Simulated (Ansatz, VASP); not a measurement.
Ag: VASP beside Ansatz

The input INCAR:

```
PREC = Accurate ; ENCUT = 520
EDIFF = 1E-6 ; ISMEAR = 0
SIGMA = 0.1 ; LREAL = F
LASPH = T ; NELM = 60
ALGO = Normal ; ISIF = 2
LWAVE = F ; LCHARG = F
GGA = PS ; NBANDS = 54
```

Contents of KPOINTS:

```
Automatic mesh
0
Gamma
  4 4 4
```

POSCAR

```
Ag
1.0
    5.2022289223      0.0000000000      0.0000000000
    0.0000000000      5.2022289223      0.0000000000
    0.0000000000      0.0000000000      5.2022289223
Ag
8
Direct
    0.5000000000      0.5000000000      0.5000000000
    0.0000000000      0.0000000000      0.0000000000
    0.2500000000      0.0000000000      0.5000000000
    0.5000000000      0.2500000000      0.0000000000
    0.5000000000      0.7500000000      0.0000000000
    0.7500000000      0.0000000000      0.5000000000
    0.0000000000      0.5000000000      0.7500000000
    0.0000000000      0.5000000000      0.2500000000
```

Input for Ansatz:

```yaml
crystal:
  lattice:
    - [5.2022289223, 0.0, 0.0]
    - [0.0, 5.2022289223, 0.0]
    - [0.0, 0.0, 5.2022289223]
  atoms:
    - { symbol: Ag, position: [0.5, 0.5, 0.5] }
    - { symbol: Ag, position: [0.0, 0.0, 0.0] }
    - { symbol: Ag, position: [0.25, 0.0, 0.5] }
    - { symbol: Ag, position: [0.5, 0.25, 0.0] }
    - { symbol: Ag, position: [0.5, 0.75, 0.0] }
    - { symbol: Ag, position: [0.75, 0.0, 0.5] }
    - { symbol: Ag, position: [0.0, 0.5, 0.75] }
    - { symbol: Ag, position: [0.0, 0.5, 0.25] }
basis:
  ecutwfc: 420
kpoints:
  mp_grid: { grid: [4, 4, 4] }
hamiltonian:
  xc: pbesol
scf:
  occupations: { method: gaussian, width: 0.1 }
  lower_state_search: "off"
output:
  forces: true
  stress: true
  eigenvalues: true
```

Alike in both runs: task single point; functional PBEsol; k mesh 4 × 4 × 4; occupations gaussian, width 0.1 eV; no spin polarisation.

```csv
,VASP,Ansatz
version,VASP 6.6.1,Ansatz 0.2.0
potentials or method,"VASP PAW PBE potentials, release 64 (Ag), cutoff 520 eV","scalar-relativistic, plane waves, PAW"
valence electrons in the cell,88,152
```

Ansatz gave:

* gap on the k mesh at the Fermi level (eV): none
* pressure (GPa): -2.5

Question: Which values does VASP return?

Answer: gap on the k mesh at the Fermi level (eV): none; pressure (GPa): -2.7.

VASP's potentials were made for PBE, not for PBEsol. A gap of «none» marks a metal or a gap that the smearing closes. VASP's potentials hold 88 valence electrons a cell and Ansatz's 152, so a difference there can come from the potentials and not from the codes.
